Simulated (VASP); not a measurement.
# VSi2 (P6_422) in VASP: notebook

VSi2 is run at these levels: PBEsol, LDA; tasks: single point.

Program: VASP 6.6.1. These are calculated values, not measurements. Logs are shortened: lines on timing, memory, paths and dates and some standing lists are left out, and cuts for length are marked.

## 1. The cell of the first run

It takes space group P6_422 (No. 181, hexagonal). The conventional cell has a = 4.573 Å, b = 4.573 Å, c = 6.374 Å, α = 90.00°, β = 90.00°, γ = 120.00°. Within 3.3 Å of V (site symmetry 222) lie 10 Si at 2.51 to 2.67 Å and 4 V at 3.12 Å. Si (site symmetry 2) has 9 Si at 2.48 to 3.16 Å and 5 V at 2.51 to 2.67 Å within 3.3 Å.

## 2. Single point, PBEsol, collinear spin, ferromagnetic start

INCAR reads:

```
SYSTEM = VSi2
  ALGO = Normal
  EDIFF = 1E-7
  ENCUT = 520
  GGA = PS
  ISIF = 2
  ISMEAR = -1
  ISPIN = 2
  LASPH = .True.
  LCHARG = .True.
  LELF = .True.
  LMAXMIX = 4
  LORBIT = 11
  LREAL = .False.
  LVHAR = .True.
  LWAVE = .False.
  MAGMOM = 2 2 2 0 0 0 0 0 0
  NBANDS = 46
  NELM = 150
  PREC = Accurate
  SIGMA = 0.05
```

KPOINTS reads:

```
k-points
0
Gamma
  7 7 4
  0 0 0
```

POSCAR reads:

```
VSi2
1.0
    4.5726000000      0.0000000000      0.0000000000
   -2.2863000000      3.9599877613      0.0000000000
    0.0000000000      0.0000000000      6.3744000000
V Si
3 6
Direct
    0.0000000000      0.5000000000      0.3333333333
    0.5000000000      0.5000000000      0.6666666667
    0.5000000000      0.0000000000      0.0000000000
    0.3252000000      0.1626000000      0.3333333333
    0.1626000000      0.8374000000      0.6666666667
    0.8374000000      0.6748000000      0.0000000000
    0.6748000000      0.8374000000      0.3333333333
    0.8374000000      0.1626000000      0.6666666667
    0.1626000000      0.3252000000      0.0000000000
```

Potentials or basis: VASP PAW PBE potentials, release 64 (V_sv, Si).

On the command line:

```bash
cat potpaw_PBE.64/V_sv/POTCAR potpaw_PBE.64/Si/POTCAR > POTCAR
mpirun -np 1 vasp_std > vasp.out
```

OUTCAR:

```text
SYSTEM = VSi2
   EDIFF = 1E-7
   ENCUT = 520
   GGA = PS
   ISIF = 2
   ISMEAR = -1
   ISPIN = 2
   LASPH = .True.
   LORBIT = 11
   LREAL = .False.
   NELM = 150
   PREC = Accurate

 ion  position               nearest neighbor table
   1  0.000  0.500  0.333-   6 2.51   9 2.51   8 2.51   5 2.51   4 2.62   7 2.62   7 2.62   4 2.62
                             7 2.67   4 2.67
   2  0.500  0.500  0.667-   6 2.51   9 2.51   7 2.51   4 2.51   8 2.62   5 2.62   5 2.62   8 2.62
                             8 2.67   5 2.67
   3  0.500  0.000  0.000-   4 2.51   7 2.51   5 2.51   8 2.51   9 2.62   6 2.62   9 2.62   6 2.62
                             9 2.67   6 2.67
   4  0.325  0.163  0.333-   9 2.48   5 2.48   3 2.51   2 2.51   7 2.58   1 2.62   1 2.62   1 2.67
                             7 2.67   7 2.67   6 3.08   8 3.08
   5  0.163  0.837  0.667-   6 2.48   4 2.48   3 2.51   1 2.51   8 2.58   2 2.62   2 2.62   2 2.67
                             8 2.67   8 2.67   9 3.08   7 3.08
   6  0.837  0.675  0.000-   5 2.48   7 2.48   1 2.51   2 2.51   9 2.58   3 2.62   3 2.62   3 2.67
                             9 2.67   9 2.67   8 3.08   4 3.08
   7  0.675  0.837  0.333-   6 2.48   8 2.48   3 2.51   2 2.51   4 2.58   1 2.62   1 2.62   1 2.67
                             4 2.67   4 2.67   9 3.08   5 3.08
   8  0.837  0.163  0.667-   9 2.48   7 2.48   3 2.51   1 2.51   5 2.58   2 2.62   2 2.62   2 2.67
                             5 2.67   5 2.67   6 3.08   4 3.08
   9  0.163  0.325  0.000-   8 2.48   4 2.48   1 2.51   2 2.51   6 2.58   3 2.62   3 2.62   3 2.67
                             6 2.67   6 2.67   7 3.08   5 3.08

  LATTYP: Found a hexagonal cell.
 ALAT       =     4.5726000000
 C/A-ratio  =     1.3940427765

  Lattice vectors:

 A1 = (   4.5726000000,   0.0000000000,   0.0000000000)
 A2 = (  -2.2863000000,   3.9599877613,   0.0000000000)
 A3 = (   0.0000000000,   0.0000000000,   6.3744000000)

Analysis of symmetry for initial positions (statically):
=====================================================================
 Subroutine PRICEL returns:
 Original cell was already a primitive cell.

 Routine SETGRP: Setting up the symmetry group for a
 hexagonal supercell.

 Subroutine GETGRP returns: Found 12 space group operations
 (whereof  4 operations were pure point group operations)
 out of a pool of 24 trial point group operations.

The static configuration has the point symmetry D_2 .
 The point group associated with its full space group is D_6 .

Analysis of symmetry for dynamics (positions and initial velocities):
=====================================================================
 Subroutine PRICEL returns:
 Original cell was already a primitive cell.

 Routine SETGRP: Setting up the symmetry group for a
 hexagonal supercell.

 Subroutine GETGRP returns: Found 12 space group operations
[... 184 lines left out ...]
 fundamental gap:      0.0340695682
 Fermi energy:        11.0751138183

 spin component 1

 k-point     1 :       0.0000    0.0000    0.0000
  band No.  band energies     occupation
      1     -52.6316      1.00000
      2     -52.6164      1.00000
      3     -52.6164      1.00000
      4     -26.7021      1.00000
      5     -26.7021      1.00000
      6     -26.6827      1.00000
[... 1093 lines left out ...]
     42      14.3936      0.00000
     43      14.4583      0.00000
 Fermi energy:        11.0751138183

 spin component 2

 k-point     1 :       0.0000    0.0000    0.0000
  band No.  band energies     occupation
      1     -52.6313      1.00000
      2     -52.6161      1.00000
      3     -52.6161      1.00000
      4     -26.7019      1.00000
      5     -26.7019      1.00000
      6     -26.6825      1.00000
[... 1093 lines left out ...]
     42      14.3938      0.00000
     43      14.4584      0.00000
 [bands above 43 left out]

------------------------ aborting loop because EDIFF is reached ----------------------------------------

  FORCE on cell =-STRESS in cart. coord.  units (eV):
  Direction    XX          YY          ZZ          XY          YZ          ZX
  --------------------------------------------------------------------------------------
  -------------------------------------------------------------------------------------
  Total       -3.7610173     -3.7610173     -3.4131056      0.0000000     -0.0000000      0.0000000
  in kB      -52.2058947    -52.2058947    -47.3766050      0.0000000     -0.0000000      0.0000000
  external PRESSURE =     -50.5961314 kB  Pullay stress =       0.0000000 kB

 VOLUME and BASIS-vectors are now :
 -----------------------------------------------------------------------------
  energy-cutoff  :      520.00
  volume of cell :      115.42
      direct lattice vectors                 reciprocal lattice vectors
     4.572600000  0.000000000  0.000000000     0.218693960  0.126263016  0.000000000
    -2.286300000  3.959987761  0.000000000     0.000000000  0.252526033  0.000000000
     0.000000000  0.000000000  6.374400000     0.000000000  0.000000000  0.156877510

 POSITION                                       TOTAL-FORCE (eV/Angst)
 -----------------------------------------------------------------------------------
     -1.14315      1.97999      2.12480         0.000000     -0.000000     -0.000000
      1.14315      1.97999      4.24960         0.000000      0.000000      0.000000
      2.28630      0.00000      0.00000         0.000000      0.000000     -0.000000
      1.11526      0.64389      2.12480         0.057122      0.032979     -0.000000
     -1.17104      3.31609      4.24960         0.057122     -0.032979     -0.000000
      2.28630      2.67220      0.00000         0.000000     -0.065959     -0.000000
      1.17104      3.31609      2.12480        -0.057122     -0.032979     -0.000000
      3.45734      0.64389      4.24960        -0.057122      0.032979      0.000000
     -0.00000      1.28779      0.00000         0.000000      0.065959     -0.000000
 -----------------------------------------------------------------------------------
    total drift:                                0.000000     -0.000000     -0.000001

  FREE ENERGIE OF THE ION-ELECTRON SYSTEM (eV)
  ---------------------------------------------------
  free  energy   TOTEN  =       -68.6902587668 eV

  energy  without entropy=      -68.6442700437  energy(sigma->0) =      -68.66726441

 total charge

# of ion       s       p       d       tot
------------------------------------------
    1        2.234   6.229   3.238  11.701
    2        2.234   6.229   3.238  11.701
    3        2.234   6.229   3.238  11.701
    4        0.753   0.883   0.000   1.636
    5        0.753   0.883   0.000   1.636
    6        0.753   0.883   0.000   1.636
    7        0.753   0.883   0.000   1.636
    8        0.753   0.883   0.000   1.636
    9        0.753   0.883   0.000   1.636
--------------------------------------------------
tot         11.222  23.985   9.713  44.920

 magnetization (x)

# of ion       s       p       d       tot
------------------------------------------
    1        0.000   0.000   0.000   0.000
    2        0.000   0.000   0.000   0.000
    3        0.000   0.000   0.000   0.000
    4       -0.000  -0.000   0.000  -0.000
    5       -0.000  -0.000   0.000  -0.000
    6       -0.000  -0.000   0.000  -0.000
    7       -0.000  -0.000   0.000  -0.000
    8       -0.000  -0.000   0.000  -0.000
    9       -0.000  -0.000   0.000  -0.000
--------------------------------------------------
tot         -0.000  -0.000   0.001   0.001
```

Run time: 3.3 min. Hardware: 1 thread of AMD EPYC 9R45 (Zen 5), shared host; peak memory 0.35 GiB.

What came out:

- Free energy: -68.6903 eV
- Pressure: -5.1 GPa
- Largest force: 0.066 eV/Å
- Net moment: 0.00 μB per cell
- Valence electrons inside the program's atomic spheres: V 11.70; Si 1.64

Forces on the atoms (eV/Å):
```
V    0.000  0.000  0.000
V    0.000  0.000  0.000
V    0.000  0.000  0.000
Si   0.057  0.033  0.000
Si   0.057 -0.033  0.000
Si   0.000 -0.066  0.000
Si  -0.057 -0.033  0.000
Si  -0.057  0.033  0.000
Si   0.000  0.066  0.000
```

Caveat: the cell stands under tension; the PAW data sets were made with another functional, which shifts forces and pressure a little.

## 3. Single point, LDA, collinear spin, ferromagnetic start

INCAR reads:

```
  PREC = Accurate
  ENCUT = 520
  EDIFF = 1E-7
  ISMEAR = -1
  SIGMA = 0.05
  LREAL = False
  LASPH = True
  NELM = 150
  ALGO = Normal
  ISIF = 2
  LWAVE = False
  LCHARG = False
  ISPIN = 2
  MAGMOM = 2 2 2 0 0 0 0 0 0
  LORBIT = 11
  LMAXMIX = 4
  NBANDS = 46
```

KPOINTS reads:

```
regular mesh
0
Gamma
  7 7 4
```

POSCAR is that of step 2.

Potentials or basis: VASP PAW LDA potentials, release 64 (V_sv, Si).

On the command line:

```bash
cat potpaw_LDA.64/V_sv/POTCAR potpaw_LDA.64/Si/POTCAR > POTCAR
mpirun -np 1 vasp_std > vasp.out
```

Run time: 3.1 min. Hardware: 1 thread of AMD EPYC 9R45 (Zen 5), shared host; peak memory 0.28 GiB.

It converged, with:

| Property | Result |
| --- | --- |
| Free energy | -70.6955 eV |
| Pressure | -8.6 GPa |
| Largest force | 0.071 eV/Å |
| Net moment | 0.00 μB per cell |
| Valence electrons inside the program's atomic spheres | V 11.72; Si 1.65 |

Forces in eV/Å, atoms in the order of the input:
```
V    0.000  0.000  0.000
V    0.000  0.000  0.000
V    0.000  0.000  0.000
Si   0.061  0.036  0.000
Si   0.061 -0.036  0.000
Si   0.000 -0.071  0.000
Si  -0.061 -0.036  0.000
Si  -0.061  0.036  0.000
Si   0.000  0.071  0.000
```

Stress tensor (GPa, compression positive):
```
-8.58  0.00  0.00
 0.00 -8.58  0.00
 0.00  0.00 -8.78
```

Levels at points of the mesh, in eV from the Fermi level:
Spin up:
| k point | band 30 | band 31 | band 32 | band 33 | band 34 | band 35 |
| --- | --- | --- | --- | --- | --- | --- |
| (0.00, 0.00, 0.00) | -1.75 | -1.75 | -1.61 | 0.37 | 2.06 | 2.40 |
| (0.00, 0.00, 0.50) | -1.80 | -1.54 | 0.54 | 0.54 | 2.05 | 2.41 |
Spin down:
```
           k point  band 30  band 31  band 32  band 33  band 34  band 35
(0.00, 0.00, 0.00)    -1.75    -1.75    -1.61     0.37     2.06     2.40
(0.00, 0.00, 0.50)    -1.80    -1.54     0.54     0.54     2.05     2.41
```

Caveat: the cell stands under tension.
